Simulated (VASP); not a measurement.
# BN (F-43m) in VASP: single point with PBE

Aim: the single point of BN with PBE.

All numbers are computed with VASP 6.6.1; they aren't measurements. Logs are shortened: lines on timing, memory, paths and dates and some standing lists are left out, and cuts for length are marked.

**1. The cell of the first run**

The structure is cubic, space group F-43m (No. 216). The conventional cell has a = 3.624 Å, b = 3.624 Å, c = 3.624 Å, α = 90.00°, β = 90.00°, γ = 90.00°. Within 2.1 Å of B (site symmetry -43m) lie 4 N at 1.57 Å. N (site symmetry -43m) has 4 B at 1.57 Å within 2.1 Å.

**2. Single point, PBE**

Input file INCAR:

```
SYSTEM = BN
ALGO = Normal
EDIFF = 1E-6
ENCUT = 700
GGA = PE
GGA_COMPAT = .False.
ISIF = 2
ISMEAR = -1
ISYM = -1
LASPH = .True.
LCHARG = .True.
LELF = .True.
LREAL = Auto
LVHAR = .True.
LWAVE = .False.
NBANDS = 86
NELM = 120
PREC = Accurate
SIGMA = 0.01
```

Input file KPOINTS:

```
explicit points
1
Reciprocal
  0.25000000   0.25000000   0.25000000 1
```

Input file POSCAR:

```
BN
1.0
   -3.6241103836      3.6241103836     -3.6241103836
    3.6241103836      3.6241103836      3.6241103836
    3.6241103836     -3.6241103836     -3.6241103836
B N
16 16
Direct
    0.0000000000      0.0000000000      0.0000000000
    0.0000000000      0.2500000000      0.7500000000
    0.0000000000      0.5000000000      0.5000000000
    0.0000000000      0.7500000000      0.2500000000
    0.2500000000      0.0000000000      0.7500000000
    0.2500000000      0.2500000000      0.5000000000
    0.2500000000      0.5000000000      0.2500000000
    0.2500000000      0.7500000000      0.0000000000
    0.5000000000      0.0000000000      0.5000000000
    0.5000000000      0.2500000000      0.2500000000
    0.5000000000      0.5000000000      0.0000000000
    0.5000000000      0.7500000000      0.7500000000
    0.7500000000      0.0000000000      0.2500000000
    0.7500000000      0.2500000000      0.0000000000
    0.7500000000      0.5000000000      0.7500000000
    0.7500000000      0.7500000000      0.5000000000
    0.0000000000      0.0000000000      0.2500000000
    0.0000000000      0.2500000000      0.0000000000
    0.0000000000      0.5000000000      0.7500000000
    0.0000000000      0.7500000000      0.5000000000
    0.2500000000      0.0000000000      0.0000000000
    0.2500000000      0.2500000000      0.7500000000
    0.2500000000      0.5000000000      0.5000000000
    0.2500000000      0.7500000000      0.2500000000
    0.5000000000      0.0000000000      0.7500000000
    0.5000000000      0.2500000000      0.5000000000
    0.5000000000      0.5000000000      0.2500000000
    0.5000000000      0.7500000000      0.0000000000
    0.7500000000      0.0000000000      0.5000000000
    0.7500000000      0.2500000000      0.2500000000
    0.7500000000      0.5000000000      0.0000000000
    0.7500000000      0.7500000000      0.7500000000
```

Potentials or basis: VASP PAW PBE potentials, release 64 (B, N).

Command:

```
> cat potpaw_PBE.64/B/POTCAR potpaw_PBE.64/N/POTCAR > POTCAR
> mpirun -np 1 vasp_std > vasp.out
```

OUTCAR:

```text
SYSTEM = BN
   EDIFF = 1E-6
   ENCUT = 700
   GGA = PE
   ISIF = 2
   ISMEAR = -1
   ISYM = -1
   LASPH = .True.
   LREAL = Auto
   NELM = 120
   PREC = Accurate

 ion  position               nearest neighbor table
   1  0.000  0.000  0.000-  17 1.57  18 1.57  21 1.57  32 1.57
   2  0.000  0.250  0.750-  18 1.57  19 1.57  22 1.57  29 1.57
   3  0.000  0.500  0.500-  19 1.57  20 1.57  23 1.57  30 1.57
   4  0.000  0.750  0.250-  17 1.57  20 1.57  24 1.57  31 1.57
   5  0.250  0.000  0.750-  20 1.57  21 1.57  22 1.57  25 1.57
   6  0.250  0.250  0.500-  17 1.57  22 1.57  23 1.57  26 1.57
[... 24 lines left out ...]
  31  0.750  0.500  0.000-   4 1.57  11 1.57  14 1.57  15 1.57
  32  0.750  0.750  0.750-   1 1.57  12 1.57  15 1.57  16 1.57

IMPORTANT INFORMATION: All symmetrisations will be switched off!
NOSYMM: (Re-)initialisation of all symmetry stuff for point group C_1.

----------------------------------------------------------------------------------------

                                     Primitive cell

  volume of cell :     190.3988

  direct lattice vectors                    reciprocal lattice vectors
    -3.624110384  3.624110384 -3.624110384     0.000000000  0.137964893 -0.137964893
     3.624110384  3.624110384  3.624110384     0.137964893  0.137964893  0.000000000
     3.624110384 -3.624110384 -3.624110384     0.137964893  0.000000000 -0.137964893

  length of vectors
     6.277143317  6.277143317  6.277143317     0.195111822  0.195111822  0.195111822

  position of ions in fractional coordinates (direct lattice)
     0.000000000  0.000000000  0.000000000
     0.000000000  0.250000000  0.750000000
     0.000000000  0.500000000  0.500000000
     0.000000000  0.750000000  0.250000000
     0.250000000  0.000000000  0.750000000
     0.250000000  0.250000000  0.500000000
[... 24 lines left out ...]
     0.750000000  0.500000000  0.000000000
     0.750000000  0.750000000  0.750000000

  ion indices of the primitive-cell ions
   primitive index   ion index
                 1           1
                 2           2
                 3           3
                 4           4
                 5           5
                 6           6
[... 24 lines left out ...]
                31          31
                32          32

----------------------------------------------------------------------------------------

 KPOINTS: explicit points

Read explicit list of k-points.

 Found      1 k-points:

 Following reciprocal coordinates:
            Coordinates               Weight
  0.250000  0.250000  0.250000      1.000000
   k-points           NKPTS =      1   k-points in BZ     NKDIM =      1   number of bands    NBANDS=     86
   number of dos      NEDOS =    301   number of ions     NIONS =     32
   total plane-waves  NPLWV = 157464
   dimension x,y,z NGX =    54 NGY =   54 NGZ =   54
   dimension x,y,z NGXF=   108 NGYF=  108 NGZF=  108
   ions per type =              16  16
   NGX,Y,Z   is equivalent  to a cutoff of  14.30, 14.30, 14.30 a.u.
   NGXF,Y,Z  is equivalent  to a cutoff of  28.60, 28.60, 28.60 a.u.
 SYSTEM =  BN
   PREC   = accura    normal or accurate (medium, high low for compatibility)
   ISTART =      0    job   : 0-new  1-cont  2-samecut
   ICHARG =      2    charge: 1-file 2-atom 10-const
   ISPIN  =      1    spin polarized calculation?
   LNONCOLLINEAR =      F non collinear calculations
   LSORBIT =      F    spin-orbit coupling
   LASPH  =      T    aspherical Exc in radial PAW
   ENCUT  =  700.0 eV  51.45 Ry    7.17 a.u.  13.54 13.54 13.54*2*pi/ulx,y,z
   NELM   =    120;   NELMIN=  2; NELMDL= -5     # of ELM steps
   EDIFF  = 0.1E-05   stopping-criterion for ELM
   LREAL  =      T    real-space projection
   EDIFFG = 0.1E-04   stopping-criterion for IOM
   NSW    =      0    number of steps for IOM
   IBRION =     -1    ionic relax: 0-MD 1-quasi-New 2-CG
   NFREE  =      0    steps in history (QN), initial steepest desc. (CG)
   ISIF   =      2    stress and relaxation
   ISYM   =     -1    0-nonsym 1-usesym 2-fastsym
   POTIM  = 0.5000    time-step for ionic-motion
   TEBEG  =    0.0;   TEEND  =   0.0 temperature during run
   PSTRESS=    0.0 pullay stress
   NELECT =     128.0000    total number of electrons
   NUPDOWN=      -1.0000    fix difference up-down
   EMIN   =  10.00;   EMAX   =-10.00  energy-range for DOS
   EFERMI =   0.00;   METHOD = LEGACY
   ISMEAR =    -1;   SIGMA  =   0.01  broadening in eV -4-tet -1-fermi 0-gaus
   EFERMI_NEDOS =   21; number of points for ismear=-14 and -15
   IALGO  =     38    algorithm
   IMIX   =      4    mixing-type and parameters
     AMIX     =   0.40;   BMIX     =  1.00
     AMIX_MAG =   1.60;   BMIX_MAG =  1.00
  volume/ion in A,a.u.               =       5.95        40.15
  Fermi-wavevector in a.u.,A,eV,Ry     =   1.434135  2.710122 27.983695  2.056744
  Thomas-Fermi vector in A             =   2.553577
   LORBIT       =      0    0 simple, 1 ext, 2 COOP (PROOUT), +10 PAW based schemes
   GGA     = PE    functional components
   LHFCALC =     F    Hartree Fock is set to
   AEXX    =    0.0000 exact exchange contribution
   IVDW    =     0    specifies the selected vdW correction
   LEPSILON=     F    determine dielectric tensor
   LRPA    =     F    only Hartree local field effects (RPA)
 non-spin polarized calculation
  energy-cutoff  :      700.00
  volume of cell :      190.40
 maximum number of plane-waves:      7992
 NGX is ok and might be reduce to    54
   NGX = 27   NGY = 27   NGZ = 27

 number of electron     127.9999988 magnetization

 Free energy of the ion-electron system (eV)
  ---------------------------------------------------
  ext. energy  EPLUGINS =         0.00000000
  ---------------------------------------------------
  free energy    TOTEN  =      -278.28226724 eV

  energy without entropy =     -278.28226724  energy(sigma->0) =     -278.28226724

 E-fermi :   6.5382     XC(G=0): -12.7756

 val. band max:        6.2167057997   @ k =   0.2500   0.2500   0.2500
 cond. band min:      14.8410610974   @ k =   0.2500   0.2500   0.2500
 fundamental gap:      8.6243552977
 Fermi energy:         6.5382186307

 k-point     1 :       0.2500    0.2500    0.2500
  band No.  band energies     occupation
      1     -11.3479      2.00000
      2     -11.3479      2.00000
      3     -11.3479      2.00000
      4     -11.3479      2.00000
      5      -8.1917      2.00000
      6      -8.1917      2.00000
[... 68 lines left out ...]
     75      14.8411      0.00000
     76      14.8411      0.00000
 [bands above 76 left out]

------------------------ aborting loop because EDIFF is reached ----------------------------------------

  FORCE on cell =-STRESS in cart. coord.  units (eV):
  Direction    XX          YY          ZZ          XY          YZ          ZX
  --------------------------------------------------------------------------------------
  -------------------------------------------------------------------------------------
  Total        0.5469181      0.5469362      0.5469497      0.0000059     -0.0000180     -0.0000067
  in kB        4.6022335      4.6023859      4.6024990      0.0000497     -0.0001516     -0.0000564
  external PRESSURE =       4.6023728 kB  Pullay stress =       0.0000000 kB

 VOLUME and BASIS-vectors are now :
 -----------------------------------------------------------------------------
  energy-cutoff  :      700.00
  volume of cell :      190.40
      direct lattice vectors                 reciprocal lattice vectors
    -3.624110384  3.624110384 -3.624110384     0.000000000  0.137964893 -0.137964893
     3.624110384  3.624110384  3.624110384     0.137964893  0.137964893  0.000000000
     3.624110384 -3.624110384 -3.624110384     0.137964893  0.000000000 -0.137964893

 POSITION                                       TOTAL-FORCE (eV/Angst)
 -----------------------------------------------------------------------------------
      0.00000      0.00000      0.00000        -0.000003      0.000007     -0.000000
      3.62411     -1.81206     -1.81206         0.000005      0.000010     -0.000004
      3.62411      0.00000      0.00000         0.000007     -0.000001     -0.000000
      3.62411      1.81206      1.81206         0.000003     -0.000009     -0.000002
      1.81206     -1.81206     -3.62411         0.000009     -0.000006      0.000007
      1.81206      0.00000     -1.81206         0.000010     -0.000001     -0.000004
[... 24 lines left out ...]
     -0.90603      4.53014     -0.90603        -0.000379      0.000379     -0.000373
      2.71808      2.71808     -2.71808        -0.000384     -0.000380      0.000379
 -----------------------------------------------------------------------------------
    total drift:                               -0.000031      0.000004     -0.000006

  FREE ENERGIE OF THE ION-ELECTRON SYSTEM (eV)
  ---------------------------------------------------
  free  energy   TOTEN  =      -278.2822672376 eV

  energy  without entropy=     -278.2822672376  energy(sigma->0) =     -278.28226724
```

Wall time 68 s (1 thread of Intel Xeon Platinum 8559C (Emerald Rapids), shared host); peak memory 0.37 GiB.

What came out:

- Free energy: -278.2823 eV
- Pressure: 0.5 GPa
- Band gap on the k mesh: 8.62 eV

Caveat: a shifted mesh leaves out Γ, where band edges can lie. A k mesh can miss the band edges.
